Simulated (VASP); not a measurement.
# In2O3 (R-3c) in VASP: further runs

The runs below take In2O3 through single point, with r2SCAN.

Everything below comes from runs of VASP 6.6.1. Logs are shortened: lines on timing, memory, paths and dates and some standing lists are left out, and cuts for length are marked.

### 1 The cell of the first run

Symmetry: R-3c, No. 167, trigonal system. The conventional cell has a = 5.487 Å, b = 5.487 Å, c = 14.510 Å, α = 90.00°, β = 90.00°, γ = 120.00°. Within 2.8 Å of In (site symmetry 3) lie 6 O at 2.12 to 2.25 Å. Within 3.1 Å of O (site symmetry 2) lie 4 In at 2.12 to 2.25 Å and 8 O at 2.82 to 3.10 Å.

### 2 Single point, r2SCAN

The input, POSCAR:

```
In2O3
1.0
    2.7435000000      1.5839604635      4.8366666667
   -2.7435000000      1.5839604635      4.8366666667
    0.0000000000     -3.1679209270      4.8366666667
In O
4 6
Direct
    0.3571835774      0.3571835774      0.3571835774
    0.1428164226      0.1428164226      0.1428164226
    0.6428164226      0.6428164226      0.6428164226
    0.8571835774      0.8571835774      0.8571835774
    0.5464864500      0.9535135500      0.2500000000
    0.2500000000      0.5464864500      0.9535135500
    0.9535135500      0.2500000000      0.5464864500
    0.4535135500      0.0464864500      0.7500000000
    0.7500000000      0.4535135500      0.0464864500
    0.0464864500      0.7500000000      0.4535135500
```

The input, INCAR.step1:

```
  PREC = Accurate
  ENCUT = 520
  ISMEAR = 0
  SIGMA = 0.02
  LREAL = False
  LASPH = True
  NELM = 80
  NBANDS = 55
  GGA = PE
  ALGO = Normal
  EDIFF = 1E-4
  LWAVE = True
  LCHARG = False
```

The input, INCAR.step2:

```
  PREC = Accurate
  ENCUT = 520
  EDIFF = 1E-6
  ISMEAR = 0
  SIGMA = 0.02
  LREAL = False
  LASPH = True
  NELM = 80
  ALGO = Normal
  ISIF = 2
  LWAVE = False
  LCHARG = False
  METAGGA = R2SCAN
  LMIXTAU = True
  NBANDS = 55
  ISTART = 1
```

The input, KPOINTS:

```
regular mesh
0
Gamma
  6 6 6
```

Potentials or basis: VASP PAW PBE potentials, release 64 (In_d, O).

Run with:

```bash
$ cat potpaw_PBE.64/In_d/POTCAR potpaw_PBE.64/O/POTCAR > POTCAR
$ cp INCAR.step1 INCAR
$ mpirun -np 1 vasp_std > vasp.out
$ cp INCAR.step2 INCAR
$ mpirun -np 1 vasp_std > vasp.out
```

OUTCAR:

```text
PREC = Accurate
   ENCUT = 520
   EDIFF = 1E-6
   ISMEAR = 0
   LREAL = False
   LASPH = True
   NELM = 80
   ISIF = 2
   METAGGA = R2SCAN
   ISTART = 1

 ion  position               nearest neighbor table
   1  0.357  0.357  0.357-   9 2.12   8 2.12  10 2.12   6 2.25   7 2.25   5 2.25   2 3.11   3 3.24
                             3 3.24   3 3.24   2 3.61   2 3.61   2 3.61   4 3.99   4 3.99   4 3.99
   2  0.143  0.143  0.143-  10 2.12   8 2.12   9 2.12   7 2.25   6 2.25   5 2.25   1 3.11   4 3.24
                             4 3.24   4 3.24   1 3.61   1 3.61   1 3.61   3 3.99   3 3.99   3 3.99
   3  0.643  0.643  0.643-   6 2.12   5 2.12   7 2.12   9 2.25  10 2.25   8 2.25   4 3.11   1 3.24
                             1 3.24   1 3.24   4 3.61   4 3.61   4 3.61   2 3.99   2 3.99   2 3.99
   4  0.857  0.857  0.857-   7 2.12   5 2.12   6 2.12  10 2.25   9 2.25   8 2.25   3 3.11   2 3.24
                             2 3.24   2 3.24   3 3.61   3 3.61   3 3.61   1 3.99   1 3.99   1 3.99
   5  0.546  0.954  0.250-   3 2.12   4 2.12   1 2.25   2 2.25
   6  0.250  0.546  0.954-   3 2.12   4 2.12   1 2.25   2 2.25
   7  0.954  0.250  0.546-   4 2.12   3 2.12   2 2.25   1 2.25
   8  0.454  0.046  0.750-   1 2.12   2 2.12   3 2.25   4 2.25
   9  0.750  0.454  0.046-   1 2.12   2 2.12   3 2.25   4 2.25
  10  0.046  0.750  0.454-   2 2.12   1 2.12   4 2.25   3 2.25

  LATTYP: Found a trigonal (rhomboedric) cell.
 ALAT       =     5.7817875648
 COS(alpha) =     0.5496857780

  Lattice vectors:

 A1 = (   2.7435000000,   1.5839604635,   4.8366666667)
 A2 = (  -2.7435000000,   1.5839604635,   4.8366666667)
 A3 = (   0.0000000000,  -3.1679209270,   4.8366666667)

Analysis of symmetry for initial positions (statically):
=====================================================================
 Subroutine PRICEL returns:
 Original cell was already a primitive cell.

 Routine SETGRP: Setting up the symmetry group for a
 trigonal (rhombohedral) supercell.

 Subroutine GETGRP returns: Found 12 space group operations
 (whereof  6 operations were pure point group operations)
 out of a pool of 12 trial point group operations.

The static configuration has the point symmetry S_6 .
 The point group associated with its full space group is D_3d.

Analysis of symmetry for dynamics (positions and initial velocities):
=====================================================================
 Subroutine PRICEL returns:
 Original cell was already a primitive cell.

 Routine SETGRP: Setting up the symmetry group for a
 trigonal (rhombohedral) supercell.

 Subroutine GETGRP returns: Found 12 space group operations
 (whereof  6 operations were pure point group operations)
 out of a pool of 12 trial point group operations.

The dynamic configuration has the point symmetry S_6 .
 The point group associated with its full space group is D_3d.

 Subroutine INISYM returns: Found 12 space group operations
 (whereof  6 operations are pure point group operations),
 and found     1 'primitive' translations

----------------------------------------------------------------------------------------

                                     Primitive cell

  volume of cell :     126.1092

  direct lattice vectors                    reciprocal lattice vectors
     2.743500000  1.583960463  4.836666667     0.182248952  0.105221482  0.068917988
    -2.743500000  1.583960463  4.836666667    -0.182248952  0.105221482  0.068917988
     0.000000000 -3.167920927  4.836666667     0.000000000 -0.210442963  0.068917988

  length of vectors
     5.781787565  5.781787565  5.781787565     0.221440578  0.221440578  0.221440578

  position of ions in fractional coordinates (direct lattice)
     0.357183577  0.357183577  0.357183577
     0.142816423  0.142816423  0.142816423
     0.642816423  0.642816423  0.642816423
     0.857183577  0.857183577  0.857183577
     0.546486450  0.953513550  0.250000000
     0.250000000  0.546486450  0.953513550
     0.953513550  0.250000000  0.546486450
     0.453513550  0.046486450  0.750000000
     0.750000000  0.453513550  0.046486450
     0.046486450  0.750000000  0.453513550

  ion indices of the primitive-cell ions
   primitive index   ion index
                 1           1
                 2           2
                 3           3
                 4           4
                 5           5
                 6           6
                 7           7
                 8           8
                 9           9
                10          10

----------------------------------------------------------------------------------------

 KPOINTS: regular mesh

Automatic generation of k-mesh.
 Grid dimensions read from file:
 generate k-points for:    6    6    6

 Generating k-lattice:

  Cartesian coordinates                     Fractional coordinates (reciprocal lattice)
     0.030374825  0.017536914  0.011486331     0.166666667 -0.000000000 -0.000000000
    -0.030374825  0.017536914  0.011486331    -0.000000000  0.166666667 -0.000000000
     0.000000000 -0.035073827  0.011486331    -0.000000000 -0.000000000  0.166666667

  Length of vectors
     0.036906763  0.036906763  0.036906763

  Shift w.r.t. Gamma in fractional coordinates (k-lattice)
     0.000000000  0.000000000  0.000000000

 Subroutine IBZKPT returns following result:
 ===========================================

 Found     32 irreducible k-points:

 Following reciprocal coordinates:
            Coordinates               Weight
  0.000000  0.000000  0.000000      1.000000
  0.166667 -0.000000  0.000000      6.000000
  0.333333 -0.000000  0.000000      6.000000
  0.500000 -0.000000  0.000000      3.000000
  0.166667  0.166667  0.000000      6.000000
  0.333333  0.166667 -0.000000     12.000000
[... 16 lines left out ...]
  0.500000  0.500000  0.166667      6.000000
 -0.333333  0.500000  0.166667     12.000000
 [... further k-points ...]
   k-points           NKPTS =     32   k-points in BZ     NKDIM =     32   number of bands    NBANDS=     55
   number of dos      NEDOS =    301   number of ions     NIONS =     10
   total plane-waves  NPLWV = 110592
   dimension x,y,z NGX =    48 NGY =   48 NGZ =   48
   dimension x,y,z NGXF=    96 NGYF=   96 NGZF=   96
   ions per type =               4   6
   NGX,Y,Z   is equivalent  to a cutoff of  13.80, 13.80, 13.80 a.u.
   NGXF,Y,Z  is equivalent  to a cutoff of  27.60, 27.60, 27.60 a.u.
 SYSTEM =  unknown system
   PREC   = accura    normal or accurate (medium, high low for compatibility)
   ISTART =      1    job   : 0-new  1-cont  2-samecut
   ICHARG =      0    charge: 1-file 2-atom 10-const
   ISPIN  =      1    spin polarized calculation?
   LNONCOLLINEAR =      F non collinear calculations
   LSORBIT =      F    spin-orbit coupling
   LASPH  =      T    aspherical Exc in radial PAW
   ENCUT  =  520.0 eV  38.22 Ry    6.18 a.u.  10.75 10.75 10.75*2*pi/ulx,y,z
   NELM   =     80;   NELMIN=  2; NELMDL=  0     # of ELM steps
   EDIFF  = 0.1E-05   stopping-criterion for ELM
   LREAL  =      F    real-space projection
   EDIFFG = 0.1E-04   stopping-criterion for IOM
   NSW    =      0    number of steps for IOM
   IBRION =     -1    ionic relax: 0-MD 1-quasi-New 2-CG
   NFREE  =      0    steps in history (QN), initial steepest desc. (CG)
   ISIF   =      2    stress and relaxation
   ISYM   =      2    0-nonsym 1-usesym 2-fastsym
   POTIM  = 0.5000    time-step for ionic-motion
   TEBEG  =    0.0;   TEEND  =   0.0 temperature during run
   PSTRESS=    0.0 pullay stress
   NELECT =      88.0000    total number of electrons
   NUPDOWN=      -1.0000    fix difference up-down
   EMIN   =  10.00;   EMAX   =-10.00  energy-range for DOS
   EFERMI =   0.00;   METHOD = LEGACY
   ISMEAR =     0;   SIGMA  =   0.02  broadening in eV -4-tet -1-fermi 0-gaus
   EFERMI_NEDOS =   21; number of points for ismear=-14 and -15
   IALGO  =     38    algorithm
   IMIX   =      4    mixing-type and parameters
     AMIX     =   0.40;   BMIX     =  1.00
     AMIX_MAG =   1.60;   BMIX_MAG =  1.00
  volume/ion in A,a.u.               =      12.61        85.10
  Fermi-wavevector in a.u.,A,eV,Ry     =   1.452068  2.744010 28.687886  2.108500
  Thomas-Fermi vector in A             =   2.569492
   LORBIT       =      0    0 simple, 1 ext, 2 COOP (PROOUT), +10 PAW based schemes
   METAGGA = R2SCAN    functional components
   LHFCALC =     F    Hartree Fock is set to
   AEXX    =    0.0000 exact exchange contribution
   IVDW    =     0    specifies the selected vdW correction
   LEPSILON=     F    determine dielectric tensor
   LRPA    =     F    only Hartree local field effects (RPA)
 non-spin polarized calculation
 Gauss-broadening in eV      SIGMA  =   0.02
  energy-cutoff  :      520.00
  volume of cell :      126.11
 maximum number of plane-waves:      3426
 NGX is ok and might be reduce to    48
   NGX = 21   NGY = 21   NGZ = 21

 number of electron      88.0000005 magnetization

 Free energy of the ion-electron system (eV)
  ---------------------------------------------------
  ext. energy  EPLUGINS =         0.00000000
  ---------------------------------------------------
  free energy    TOTEN  =      -144.44013834 eV

  energy without entropy =     -144.44013834  energy(sigma->0) =     -144.44013834

 E-fermi :   5.3481     XC(G=0): -11.9405

 val. band max:        5.2455312073   @ k =   0.3333  -0.0000   0.0000
 cond. band min:       7.1371523129   @ k =   0.0000   0.0000   0.0000
 fundamental gap:      1.8916211056
 Fermi energy:         5.3480750747

 k-point     1 :       0.0000    0.0000    0.0000
  band No.  band energies     occupation
      1     -13.3244      2.00000
      2     -12.4426      2.00000
      3     -12.4426      2.00000
      4     -12.2431      2.00000
      5     -12.2431      2.00000
      6     -12.1640      2.00000
[... 47 lines left out ...]
     54      15.9690      0.00000
[... 1333 lines left out ...]
     54      16.6722      0.00000
     55      17.4141      0.00000

 [... further k-points ...]

------------------------ aborting loop because EDIFF is reached ----------------------------------------

  FORCE on cell =-STRESS in cart. coord.  units (eV):
  Direction    XX          YY          ZZ          XY          YZ          ZX
  --------------------------------------------------------------------------------------
  -------------------------------------------------------------------------------------
  Total        2.6434291      2.6434291      2.1766994     -0.0000000      0.0000000      0.0000000
  in kB       33.5839317     33.5839317     27.6542787     -0.0000000      0.0000000      0.0000000
  external PRESSURE =      31.6073807 kB  Pullay stress =       0.0000000 kB

 VOLUME and BASIS-vectors are now :
 -----------------------------------------------------------------------------
  energy-cutoff  :      520.00
  volume of cell :      126.11
      direct lattice vectors                 reciprocal lattice vectors
     2.743500000  1.583960463  4.836666667     0.182248952  0.105221482  0.068917988
    -2.743500000  1.583960463  4.836666667    -0.182248952  0.105221482  0.068917988
     0.000000000 -3.167920927  4.836666667     0.000000000 -0.210442963  0.068917988

 POSITION                                       TOTAL-FORCE (eV/Angst)
 -----------------------------------------------------------------------------------
      0.00000      0.00000      5.18273        -0.000000      0.000000      0.022325
      0.00000      0.00000      2.07227        -0.000000      0.000000     -0.022325
      0.00000      0.00000      9.32727        -0.000000      0.000000     -0.022325
      0.00000      0.00000     12.43773        -0.000000      0.000000      0.022325
     -1.11668      1.58396      8.46417         0.004965      0.000000      0.000000
     -0.81341     -1.75905      8.46417        -0.002483      0.004300     -0.000000
      1.93009      0.17509      8.46417        -0.002483     -0.004300     -0.000000
      1.11668     -1.58396      6.04583        -0.004965      0.000000     -0.000000
      0.81341      1.75905      6.04583         0.002483     -0.004300     -0.000000
     -1.93009     -0.17509      6.04583         0.002483      0.004300     -0.000000
 -----------------------------------------------------------------------------------
    total drift:                                0.000000     -0.000000     -0.000000

  FREE ENERGIE OF THE ION-ELECTRON SYSTEM (eV)
  ---------------------------------------------------
  free  energy   TOTEN  =      -144.4401383437 eV

  energy  without entropy=     -144.4401383437  energy(sigma->0) =     -144.44013834
```

Run time: 15 min. Hardware: 1 thread of Intel Xeon 6975P-C (Granite Rapids), shared host; peak memory 0.46 GiB.

What came out:

```yaml
Free_energy: -144.4401 eV
Pressure: 3.2 GPa
Largest_force: 0.022 eV/Å
Band_gap_on_the_k_mesh: 1.89 eV (least direct gap 1.91 eV)
```

Forces in eV/Å, atoms in the order of the input:
```
In   0.000  0.000  0.022
In   0.000  0.000 -0.022
In   0.000  0.000 -0.022
In   0.000  0.000  0.022
O    0.005  0.000  0.000
O   -0.002  0.004  0.000
O   -0.002 -0.004  0.000
O   -0.005  0.000  0.000
O    0.002 -0.004  0.000
O    0.002  0.004  0.000
```

Levels at points of the mesh, in eV from the valence-band top:
| k point | band 41 | band 42 | band 43 | band 44 | band 45 | band 46 | band 47 | band 48 |
| --- | --- | --- | --- | --- | --- | --- | --- | --- |
| (0.00, 0.00, 0.00) | -0.26 | -0.26 | -0.02 | -0.02 | 1.89 | 6.24 | 7.07 | 8.01 |
| (0.50, 0.00, 0.00) | -0.72 | -0.72 | -0.06 | -0.06 | 5.62 | 5.62 | 6.64 | 6.64 |
| (0.50, 0.50, 0.00) | -0.56 | -0.32 | -0.07 | -0.03 | 5.89 | 6.19 | 7.24 | 7.25 |
| (0.50, 0.50, 0.50) | -0.19 | -0.19 | -0.19 | -0.19 | 5.03 | 5.03 | 8.01 | 8.01 |

Caveat: the cell stands under pressure; the PAW data sets were made with another functional, which shifts forces and pressure a little; spin-orbit coupling is left out, which moves the levels of the heavy elements. A k mesh can miss the band edges.

### 3 Single point, r2SCAN

This run uses another cell than the first one, of 12.75 Å³/atom.

The input, POSCAR:

```
In2O3
1.0
    2.7539365970      1.5899860356      4.8534197018
   -2.7539365970      1.5899860356      4.8534197018
    0.0000000000     -3.1799720712      4.8534197018
In O
4 6
Direct
    0.3570704133      0.3570704133      0.3570704133
    0.1429295867      0.1429295867      0.1429295867
    0.6429295867      0.6429295867      0.6429295867
    0.8570704133      0.8570704133      0.8570704133
    0.5465740326      0.9534259674      0.2500000000
    0.2500000000      0.5465740326      0.9534259674
    0.9534259674      0.2500000000      0.5465740326
    0.4534259674      0.0465740326      0.7500000000
    0.7500000000      0.4534259674      0.0465740326
    0.0465740326      0.7500000000      0.4534259674
```

The input, INCAR.step1:

```
  ALGO = Normal
  EDIFF = 1E-4
  ENCUT = 520
  GGA = PE
  ISMEAR = 0
  LASPH = True
  LCHARG = False
  LREAL = False
  LWAVE = True
  NBANDS = 55
  NELM = 60
  PREC = Accurate
  SIGMA = 0.02
```

The input, INCAR.step2:

```
  ALGO = Normal
  EDIFF = 1E-7
  ENCUT = 520
  ISIF = 2
  ISMEAR = 0
  ISTART = 1
  LASPH = True
  LCHARG = False
  LMIXTAU = True
  LREAL = False
  LWAVE = False
  METAGGA = R2SCAN
  NBANDS = 55
  NELM = 60
  PREC = Accurate
  SIGMA = 0.02
```

The input, KPOINTS:

```
k-points
0
Gamma
  6 6 6
```

Potentials or basis: VASP PAW PBE potentials, release 64 (In_d, O).

Run with:

```bash
$ cat potpaw_PBE.64/In_d/POTCAR potpaw_PBE.64/O/POTCAR > POTCAR
$ cp INCAR.step1 INCAR
$ mpirun -np 1 vasp_std > vasp.out
$ cp INCAR.step2 INCAR
$ mpirun -np 1 vasp_std > vasp.out
```

Wall time 15 min (1 thread of Intel Xeon 6975P-C (Granite Rapids), shared host); peak memory 0.44 GiB.

The run converged. Its results:

- Free energy: -144.4608 eV
- Pressure: 1.1 GPa
- Largest force: 0.021 eV/Å
- Band gap on the k mesh: 1.81 eV (least direct gap 1.85 eV)

Forces in eV/Å, atoms in the order of the input:
```
In   0.000  0.000  0.021
In   0.000  0.000 -0.021
In   0.000  0.000 -0.021
In   0.000  0.000  0.021
O    0.007  0.000  0.000
O   -0.003  0.006  0.000
O   -0.003 -0.006  0.000
O   -0.007  0.000  0.000
O    0.003 -0.006  0.000
O    0.003  0.006  0.000
```

Stress tensor (GPa, compression positive):
```
1.11 0.00 0.00
0.00 1.11 0.00
0.00 0.00 0.99
```

Levels at points of the mesh, in eV from the valence-band top:
```
           k point  band 40  band 41  band 42  band 43  band 44  band 45  band 46  band 47  band 48  band 49
(0.00, 0.00, 0.00)    -0.40    -0.26    -0.26    -0.03    -0.03     1.81     6.18     6.97     7.92    10.02
(0.50, 0.00, 0.00)    -0.91    -0.71    -0.71    -0.06    -0.06     5.53     5.53     6.55     6.55     9.12
(0.50, 0.50, 0.00)    -0.84    -0.56    -0.32    -0.07    -0.03     5.79     6.10     7.13     7.17     8.05
(0.50, 0.50, 0.50)    -1.09    -0.19    -0.19    -0.19    -0.19     4.95     4.95     7.89     7.89     8.98
```

Caveat: the PAW data sets were made with another functional, which shifts forces and pressure a little; spin-orbit coupling is left out, which moves the levels of the heavy elements.

### 4 Single point, r2SCAN (13.52 Å³/atom)

This run uses another cell than the first one, of 13.52 Å³/atom.

The input, POSCAR:

```
In2O3
1.0
    2.7961055361      1.6143322839      4.9906196252
   -2.7961055361      1.6143322839      4.9906196252
    0.0000000000     -3.2286645679      4.9906196252
In O
4 6
Direct
    0.3558717337      0.3558717337      0.3558717337
    0.1441282663      0.1441282663      0.1441282663
    0.6441282663      0.6441282663      0.6441282663
    0.8558717337      0.8558717337      0.8558717337
    0.5473152679      0.9526847321      0.2500000000
    0.2500000000      0.5473152679      0.9526847321
    0.9526847321      0.2500000000      0.5473152679
    0.4526847321      0.0473152679      0.7500000000
    0.7500000000      0.4526847321      0.0473152679
    0.0473152679      0.7500000000      0.4526847321
```

The input, INCAR.step1:

```
PREC = Accurate
ENCUT = 520
ISMEAR = 0
SIGMA = 0.02
LREAL = False
LASPH = True
NELM = 80
NBANDS = 55
GGA = PE
ALGO = Normal
EDIFF = 1E-4
LWAVE = True
LCHARG = False
```

The input, INCAR.step2:

```
PREC = Accurate
ENCUT = 520
EDIFF = 1E-6
ISMEAR = 0
SIGMA = 0.02
LREAL = False
LASPH = True
NELM = 80
ALGO = Normal
ISIF = 2
LWAVE = False
LCHARG = False
METAGGA = R2SCAN
LMIXTAU = True
NBANDS = 55
ISTART = 1
```

The input, KPOINTS:

```
regular mesh
0
Gamma
  6 6 6
```

Run with:

```bash
$ cat potpaw_PBE.64/In_d/POTCAR potpaw_PBE.64/O/POTCAR > POTCAR
$ cp INCAR.step1 INCAR
$ mpirun -np 1 vasp_std > vasp.out
$ cp INCAR.step2 INCAR
$ mpirun -np 1 vasp_std > vasp.out
```

Wall time 13 min (1 thread of Intel Xeon 6975P-C (Granite Rapids), shared host); peak memory 0.47 GiB.

Results (log left out):

```yaml
Free_energy: -144.2924 eV
Pressure: -8.1 GPa
Largest_force: 0.008 eV/Å
Band_gap_on_the_k_mesh: 1.42 eV (least direct gap 1.48 eV)
```

Forces on the atoms (eV/Å):
```
In   0.000  0.000  0.008
In   0.000  0.000 -0.008
In   0.000  0.000 -0.008
In   0.000  0.000  0.008
O   -0.007  0.000  0.000
O    0.004 -0.006  0.000
O    0.004  0.006  0.000
O    0.007  0.000  0.000
O   -0.004  0.006  0.000
O   -0.004 -0.006  0.000
```

Stress tensor (GPa, compression positive):
```
-8.03  0.00  0.00
 0.00 -8.03  0.00
 0.00  0.00 -8.18
```

Levels at points of the mesh, in eV from the valence-band top:
| k point | band 41 | band 42 | band 43 | band 44 | band 45 | band 46 | band 47 | band 48 |
| --- | --- | --- | --- | --- | --- | --- | --- | --- |
| (0.00, 0.00, 0.00) | -0.24 | -0.24 | -0.06 | -0.06 | 1.42 | 5.92 | 6.40 | 7.58 |
| (0.50, 0.00, 0.00) | -0.73 | -0.73 | -0.07 | -0.07 | 5.09 | 5.09 | 6.09 | 6.09 |
| (0.50, 0.50, 0.00) | -0.51 | -0.35 | -0.10 | -0.04 | 5.27 | 5.69 | 6.59 | 6.81 |
| (0.50, 0.50, 0.50) | -0.18 | -0.18 | -0.18 | -0.18 | 4.55 | 4.55 | 7.29 | 7.29 |

Caveat: the cell stands under tension; the PAW data sets were made with another functional, which shifts forces and pressure a little; spin-orbit coupling is left out, which moves the levels of the heavy elements.

[end of part 1 of 2]
